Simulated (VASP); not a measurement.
Write the native input for VASP 6.6.1 that does the following.

```
Task                   : relaxation of cell and atoms
Functional             : LDA
Potentials or basis    : VASP PAW LDA potentials, release 64 (Ga_d, As)
Cutoff                 : 600 eV
k mesh                 : 12 × 12 × 12
Occupations            : gaussian, width 0.01 eV
Spin                   : no spin polarisation
Target pressure        : 1 GPa
Dipole correction      : no
Further INCAR settings : ALGO = Normal; EDIFF = 1e-06; IBRION = 2; EDIFFG = -0.001; NSW = 80; ISIF = 3
```

The structure of GaAs lies in POSCAR:

```
GaAs
1.0
    0.0000000000      2.8015748661      2.8015748661
    2.8015748661      0.0000000000      2.8015748661
    2.8015748661      2.8015748661      0.0000000000
Ga As
1 1
Direct
    0.0000000000      0.0000000000      0.0000000000
    0.7500000000      0.7500000000      0.7500000000
```

One way to write it, as run:

INCAR

```
PREC = Accurate
ENCUT = 600
EDIFF = 1E-6
ISMEAR = 0
SIGMA = 0.01
LREAL = F
LASPH = T
NELM = 80
ALGO = Normal
ISIF = 3
LWAVE = F
LCHARG = F
IBRION = 2
NSW = 80
EDIFFG = -0.001
PSTRESS = 10.0
```

KPOINTS

```
Automatic mesh
0
Gamma
  12 12 12
```

Potentials or basis: VASP PAW LDA potentials, release 64 (Ga_d, As).

Run with:

```sh
$ cat potpaw_LDA.64/Ga_d/POTCAR potpaw_LDA.64/As/POTCAR > POTCAR
$ mpirun -np 1 vasp_std > vasp.out
```

Results of the run:

The relaxed volume is 21.80 Å³/atom, the relaxed cell is a = 3.950 Å, b = 3.950 Å, c = 3.950 Å, α = 60.00°, β = 60.00°, γ = 60.00° and the space group after relaxing (to 0.05 Å) is F-43m (No. 216). The energy change on relaxing (the enthalpy is what falls) is +0.8 meV/atom. The ionic steps are 11 and the pressure after relaxing is 1.0 GPa. The band gap on the k mesh is 0.60 eV, direct.

Caveat: the cell is relaxed towards a set pressure, so the enthalpy falls and the energy may rise.

Wall time 110 s on 1 thread of Intel(R) Xeon(R) Platinum 8259CL CPU @ 2.50GHz (Skylake/Cascade Lake), on a shared host, peak memory 0.2 GiB.
